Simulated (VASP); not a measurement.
# KP3 (R-3m) in VASP: notebook

Runs on KP3. Level: PBE. Tasks: relaxation of cell and atoms, single point.

Program: VASP 6.6.1. These are calculated values, not measurements. Logs are shortened: lines on timing, memory, paths and dates and some standing lists are left out, and cuts for length are marked.

### Step 1. The cell of the first run

Symmetry: R-3m, No. 166, trigonal system. Conventional cell: a = 7.680 Å, b = 7.680 Å, c = 10.820 Å, α = 90.00°, β = 90.00°, γ = 120.00°. Within 3.6 Å of K (site symmetry 3m) lie 6 P at 2.72 to 3.10 Å. P (site symmetry m) has 2 P at 2.30 Å and 2 K at 2.72 to 3.10 Å within 3.2 Å.

### Step 2. Relaxation of cell and atoms, PBE

INCAR reads:

```
PREC = Accurate
ENCUT = 600
EDIFF = 1E-6
ISMEAR = 0
SIGMA = 0.1
LREAL = False
LASPH = True
NELM = 60
ALGO = Normal
ISIF = 3
LWAVE = False
LCHARG = False
GGA = PE
IBRION = 2
NSW = 90
EDIFFG = -0.04
```

KPOINTS reads:

```
regular mesh
0
Gamma
  3 3 3
```

POSCAR reads:

```
KP3
1.0
    3.8402018097      2.2171415485      3.6067064453
   -3.8402018097      2.2171415485      3.6067064453
    0.0000000000     -4.4342830971      3.6067064453
K P
2 6
Direct
    0.2690000000      0.2690000000      0.2690000000
    0.7310000000      0.7310000000      0.7310000000
    0.7970000000      0.2520000000      0.7970000000
    0.7970000000      0.7970000000      0.2520000000
    0.2520000000      0.7970000000      0.7970000000
    0.2030000000      0.7480000000      0.2030000000
    0.7480000000      0.2030000000      0.2030000000
    0.2030000000      0.2030000000      0.7480000000
```

Potentials or basis: VASP PAW PBE potentials, release 64 (K_sv, P).

The run is started by

```
> cat potpaw_PBE.64/K_sv/POTCAR potpaw_PBE.64/P/POTCAR > POTCAR
> mpirun -np 1 vasp_std > vasp.out
```

OUTCAR:

```text
PREC = Accurate
   ENCUT = 600
   EDIFF = 1E-6
   ISMEAR = 0
   LREAL = False
   LASPH = True
   NELM = 60
   ISIF = 3
   GGA = PE
   IBRION = 2
   NSW = 90
   EDIFFG = -0.04

 ion  position               nearest neighbor table
   1  0.269  0.269  0.269-   8 2.72   7 2.72   6 2.72   6 3.10   7 3.10   8 3.10
   2  0.731  0.731  0.731-   4 2.72   3 2.72   5 2.72   3 3.10   5 3.10   4 3.10
   3  0.797  0.252  0.797-   7 2.30   8 2.30   2 2.72   2 3.10
   4  0.797  0.797  0.252-   6 2.30   7 2.30   2 2.72   2 3.10
   5  0.252  0.797  0.797-   6 2.30   8 2.30   2 2.72   2 3.10
   6  0.203  0.748  0.203-   5 2.30   4 2.30   1 2.72   1 3.10
   7  0.748  0.203  0.203-   3 2.30   4 2.30   1 2.72   1 3.10
   8  0.203  0.203  0.748-   3 2.30   5 2.30   1 2.72   1 3.10

  LATTYP: Found a trigonal (rhomboedric) cell.
 ALAT       =     5.7158724590
 COS(alpha) =     0.0972384941

  Lattice vectors:

 A1 = (   3.8402018097,   2.2171415485,   3.6067064453)
 A2 = (  -3.8402018097,   2.2171415485,   3.6067064453)
 A3 = (   0.0000000000,  -4.4342830971,   3.6067064453)

Analysis of symmetry for initial positions (statically):
=====================================================================
 Subroutine PRICEL returns:
 Original cell was already a primitive cell.

 Routine SETGRP: Setting up the symmetry group for a
 trigonal (rhombohedral) supercell.

 Subroutine GETGRP returns: Found 12 space group operations
 (whereof 12 operations were pure point group operations)
 out of a pool of 12 trial point group operations.

The static configuration has the point symmetry D_3d.

Analysis of symmetry for dynamics (positions and initial velocities):
=====================================================================
 Subroutine PRICEL returns:
 Original cell was already a primitive cell.

 Routine SETGRP: Setting up the symmetry group for a
 trigonal (rhombohedral) supercell.

 Subroutine GETGRP returns: Found 12 space group operations
 (whereof 12 operations were pure point group operations)
 out of a pool of 12 trial point group operations.

The dynamic configuration has the point symmetry D_3d.

 Subroutine INISYM returns: Found 12 space group operations
 (whereof 12 operations are pure point group operations),
 and found     1 'primitive' translations

----------------------------------------------------------------------------------------

                                     Primitive cell

  volume of cell :     184.2509

  direct lattice vectors                    reciprocal lattice vectors
     3.840201810  2.217141548  3.606706445     0.130201491  0.075171866  0.092420422
    -3.840201810  2.217141548  3.606706445    -0.130201491  0.075171866  0.092420422
     0.000000000 -4.434283097  3.606706445     0.000000000 -0.150343731  0.092420422

  length of vectors
     5.715872459  5.715872459  5.715872459     0.176478815  0.176478815  0.176478815

  position of ions in fractional coordinates (direct lattice)
     0.269000000  0.269000000  0.269000000
     0.731000000  0.731000000  0.731000000
     0.797000000  0.252000000  0.797000000
     0.797000000  0.797000000  0.252000000
     0.252000000  0.797000000  0.797000000
     0.203000000  0.748000000  0.203000000
     0.748000000  0.203000000  0.203000000
     0.203000000  0.203000000  0.748000000

  ion indices of the primitive-cell ions
   primitive index   ion index
                 1           1
                 2           2
                 3           3
                 4           4
                 5           5
                 6           6
                 7           7
                 8           8

----------------------------------------------------------------------------------------

 KPOINTS: regular mesh

Automatic generation of k-mesh.
 Grid dimensions read from file:
 generate k-points for:    3    3    3

 Generating k-lattice:

  Cartesian coordinates                     Fractional coordinates (reciprocal lattice)
     0.043400497  0.025057289  0.030806807     0.333333333 -0.000000000  0.000000000
    -0.043400497  0.025057289  0.030806807    -0.000000000  0.333333333  0.000000000
     0.000000000 -0.050114577  0.030806807     0.000000000  0.000000000  0.333333333

  Length of vectors
     0.058826272  0.058826272  0.058826272

  Shift w.r.t. Gamma in fractional coordinates (k-lattice)
     0.000000000  0.000000000  0.000000000

 Subroutine IBZKPT returns following result:
 ===========================================

 Found      6 irreducible k-points:

 Following reciprocal coordinates:
            Coordinates               Weight
  0.000000  0.000000  0.000000      1.000000
  0.333333 -0.000000  0.000000      6.000000
  0.333333  0.333333  0.000000      6.000000
 -0.333333  0.333333  0.000000      6.000000
  0.333333  0.333333  0.333333      2.000000
 -0.333333  0.333333  0.333333      6.000000
   k-points           NKPTS =      6   k-points in BZ     NKDIM =      6   number of bands    NBANDS=     29
   number of dos      NEDOS =    301   number of ions     NIONS =      8
   total plane-waves  NPLWV = 110592
   dimension x,y,z NGX =    48 NGY =   48 NGZ =   48
   dimension x,y,z NGXF=    96 NGYF=   96 NGZF=   96
   ions per type =               2   6
   NGX,Y,Z   is equivalent  to a cutoff of  13.96, 13.96, 13.96 a.u.
   NGXF,Y,Z  is equivalent  to a cutoff of  27.92, 27.92, 27.92 a.u.
 SYSTEM =  unknown system
   PREC   = accura    normal or accurate (medium, high low for compatibility)
   ISTART =      0    job   : 0-new  1-cont  2-samecut
   ICHARG =      2    charge: 1-file 2-atom 10-const
   ISPIN  =      1    spin polarized calculation?
   LNONCOLLINEAR =      F non collinear calculations
   LSORBIT =      F    spin-orbit coupling
   LASPH  =      T    aspherical Exc in radial PAW
   ENCUT  =  600.0 eV  44.10 Ry    6.64 a.u.  11.42 11.42 11.42*2*pi/ulx,y,z
   NELM   =     60;   NELMIN=  2; NELMDL= -5     # of ELM steps
   EDIFF  = 0.1E-05   stopping-criterion for ELM
   LREAL  =      F    real-space projection
   EDIFFG = -.4E-01   stopping-criterion for IOM
   NSW    =     90    number of steps for IOM
   IBRION =      2    ionic relax: 0-MD 1-quasi-New 2-CG
   NFREE  =      1    steps in history (QN), initial steepest desc. (CG)
   ISIF   =      3    stress and relaxation
   ISYM   =      2    0-nonsym 1-usesym 2-fastsym
   POTIM  = 0.5000    time-step for ionic-motion
   TEBEG  =    0.0;   TEEND  =   0.0 temperature during run
   PSTRESS=    0.0 pullay stress
   NELECT =      48.0000    total number of electrons
   NUPDOWN=      -1.0000    fix difference up-down
   EMIN   =  10.00;   EMAX   =-10.00  energy-range for DOS
   EFERMI =   0.00;   METHOD = LEGACY
   ISMEAR =     0;   SIGMA  =   0.10  broadening in eV -4-tet -1-fermi 0-gaus
   EFERMI_NEDOS =   21; number of points for ismear=-14 and -15
   IALGO  =     38    algorithm
   IMIX   =      4    mixing-type and parameters
     AMIX     =   0.40;   BMIX     =  1.00
     AMIX_MAG =   1.60;   BMIX_MAG =  1.00
  volume/ion in A,a.u.               =      23.03       155.42
  Fermi-wavevector in a.u.,A,eV,Ry     =   1.045567  1.975836 14.874044  1.093211
  Thomas-Fermi vector in A             =   2.180369
   LORBIT       =      0    0 simple, 1 ext, 2 COOP (PROOUT), +10 PAW based schemes
   GGA     = PE    functional components
   LHFCALC =     F    Hartree Fock is set to
   AEXX    =    0.0000 exact exchange contribution
   IVDW    =     0    specifies the selected vdW correction
   LEPSILON=     F    determine dielectric tensor
   LRPA    =     F    only Hartree local field effects (RPA)
 conjugate gradient relaxation of ions
 non-spin polarized calculation
 Gauss-broadening in eV      SIGMA  =   0.10
  energy-cutoff  :      600.00
  volume of cell :      184.25
 maximum number of plane-waves:      6176
 NGX is ok and might be reduce to    48
   NGX = 23   NGY = 23   NGZ = 23

--------------------------------------- Ionic step        1  -------------------------------------------

 number of electron      48.0000001 magnetization

 Free energy of the ion-electron system (eV)
  ---------------------------------------------------
  ext. energy  EPLUGINS =         0.00000000
  ---------------------------------------------------
  free energy    TOTEN  =       -30.80964708 eV

  energy without entropy =      -30.76209881  energy(sigma->0) =      -30.78587295

------------------------ aborting loop because EDIFF is reached ----------------------------------------

  FORCE on cell =-STRESS in cart. coord.  units (eV):
  Direction    XX          YY          ZZ          XY          YZ          ZX
  --------------------------------------------------------------------------------------
  -------------------------------------------------------------------------------------
  Total        5.4614966      5.4614966      4.7889654      0.0000000     -0.0000000      0.0000000
  in kB       47.4911556     47.4911556     41.6430724      0.0000000     -0.0000000      0.0000000
  external PRESSURE =      45.5417945 kB  Pullay stress =       0.0000000 kB
[... 107 lines left out ...]
  FREE ENERGIE OF THE ION-ELECTRON SYSTEM (eV)
  ---------------------------------------------------
  free  energy   TOTEN  =       -33.3347704819 eV

  energy  without entropy=      -33.2936062405  energy(sigma->0) =      -33.31418836

[... ionic steps 4 to 27 ...]

--------------------------------------- Ionic step       28  -------------------------------------------

 number of electron      48.0000002 magnetization

------------------------ aborting loop because EDIFF is reached ----------------------------------------

  FORCE on cell =-STRESS in cart. coord.  units (eV):
  Direction    XX          YY          ZZ          XY          YZ          ZX
  --------------------------------------------------------------------------------------
  -------------------------------------------------------------------------------------
  Total        0.0442529      0.0442529     -0.2224587      0.0000000      0.0000000     -0.0000000
  in kB        0.2599609      0.2599609     -1.3068192      0.0000000      0.0000000     -0.0000000
  external PRESSURE =      -0.2622991 kB  Pullay stress =       0.0000000 kB
[... 69 lines left out ...]
  energy  without entropy=      -35.0382299687  energy(sigma->0) =      -35.03822997

--------------------------------------- Ionic step       30  -------------------------------------------

 number of electron      48.0000000 magnetization

 Free energy of the ion-electron system (eV)
  ---------------------------------------------------
  ext. energy  EPLUGINS =         0.00000000
  ---------------------------------------------------
  free energy    TOTEN  =       -35.03894752 eV

  energy without entropy =      -35.03894752  energy(sigma->0) =      -35.03894752

 E-fermi :   1.7422     XC(G=0):  -7.1212

 val. band max:        1.2193954077   @ k =   0.3333   0.3333   0.3333
 cond. band min:       2.2451999694   @ k =  -0.3333   0.3333   0.3333
 fundamental gap:      1.0258045618
 Fermi energy:         1.7422468063

 k-point     1 :       0.0000    0.0000    0.0000
  band No.  band energies     occupation
      1     -29.1126      2.00000
      2     -29.1118      2.00000
      3     -12.7469      2.00000
      4     -12.6280      2.00000
      5     -12.6280      2.00000
      6     -12.6161      2.00000
[... 216 lines left out ...]
  FREE ENERGIE OF THE ION-ELECTRON SYSTEM (eV)
  ---------------------------------------------------
  free  energy   TOTEN  =       -35.0389475197 eV

  energy  without entropy=      -35.0389475197  energy(sigma->0) =      -35.03894752

 reached required accuracy - stopping structural energy minimisation
```

Wall time 7.2 min (1 thread of Intel Xeon 6975P-C (Granite Rapids), shared host); peak memory 0.34 GiB.

What came out:

| Property | Result |
| --- | --- |
| Free energy | -35.0389 eV |
| Relaxed volume | 34.07 Å³/atom |
| Relaxed cell | a = 6.680 Å, b = 6.680 Å, c = 6.680 Å, α = 75.12°, β = 75.12°, γ = 75.12° |
| Space group after relaxing (to 0.1 Å) | R-3m (No. 166) |
| Energy gained by relaxing | 528.7 meV/atom |
| Ionic steps | 30 |
| Pressure after relaxing | 0.0 GPa |
| Largest force after relaxing | 0.031 eV/Å |
| Band gap on the k mesh | 1.03 eV (least direct gap 1.08 eV) |

Forces on the atoms (eV/Å):
```
K    0.000  0.000 -0.031
K    0.000  0.000  0.031
P   -0.009  0.005  0.007
P    0.000 -0.010  0.007
P    0.009  0.005  0.007
P    0.009 -0.005 -0.007
P   -0.009 -0.005 -0.007
P    0.000  0.010 -0.007
```

The path:
```csv
step,energy change (eV),largest force (eV/Å),pressure (GPa),volume (Å³)
1,0.0000,2.2481,4.55,184.25
2,-1.6293,1.4081,1.81,202.26
3,-2.5251,0.7415,1.17,223.67
4,-2.8975,1.5933,3.67,270.90
5,-3.5274,1.1376,-1.51,324.33
6,-3.5728,0.9396,-0.70,312.65
7,-3.8530,0.6183,-0.40,318.00
8,-3.9522,0.3564,0.05,323.02
9,-3.9916,0.2721,-0.33,323.77
10,-4.0265,0.3169,-1.14,325.55
11,-4.0426,0.2323,-1.06,323.96
12,-4.0780,0.0811,-0.76,319.22
13,-4.0875,0.6238,-0.06,309.78
14,-4.0938,0.3910,-0.36,313.59
15,-4.1130,0.3572,-0.35,310.68
16,-4.1595,0.2624,-0.30,302.00
17,-4.1934,0.1513,-0.07,284.86
18,-4.1941,0.1561,-0.10,287.00
19,-4.2040,0.1102,-0.27,285.28
20,-4.2115,0.2084,-0.62,281.41
21,-4.2158,0.1781,-0.54,279.86
22,-4.2234,0.1078,-0.28,275.25
23,-4.2243,0.1002,-0.16,273.06
24,-4.2256,0.0809,-0.10,272.91
25,-4.2274,0.0647,0.05,272.45
26,-4.2275,0.0648,0.08,272.37
27,-4.2281,0.0569,0.02,272.58
28,-4.2283,0.0520,-0.03,272.74
29,-4.2286,0.0468,-0.02,272.70
30,-4.2293,0.0311,0.02,272.58
```

Final structure:
```
K P
1.0
     4.07213    2.35104    4.74532
    -4.07213    2.35104    4.74532
     0.00000   -4.70209    4.74532
K P
2 6
Cartesian
  0.0000 0.0000 3.6894
  0.0000 0.0000 10.5465
  2.5936 -1.4974 8.8110
  0.0000 2.9948 8.8110
  -2.5936 -1.4974 8.8110
  -2.5936 1.4974 5.4249
  2.5936 1.4974 5.4249
  0.0000 -2.9948 5.4249
```

Levels at points of the mesh, in eV from the valence-band top:
| k point | band 21 | band 22 | band 23 | band 24 | band 25 | band 26 | band 27 | band 28 |
| --- | --- | --- | --- | --- | --- | --- | --- | --- |
| (0.00, 0.00, 0.00) | -2.07 | -1.57 | -0.02 | -0.02 | 1.43 | 1.43 | 3.60 | 3.60 |

Caveat: the volume moved by over 15 % at a fixed basis, so the end points are rough; an odd mesh through Γ misses points on the zone boundary, where band edges can lie.

(Continued in part 2 of 2.)
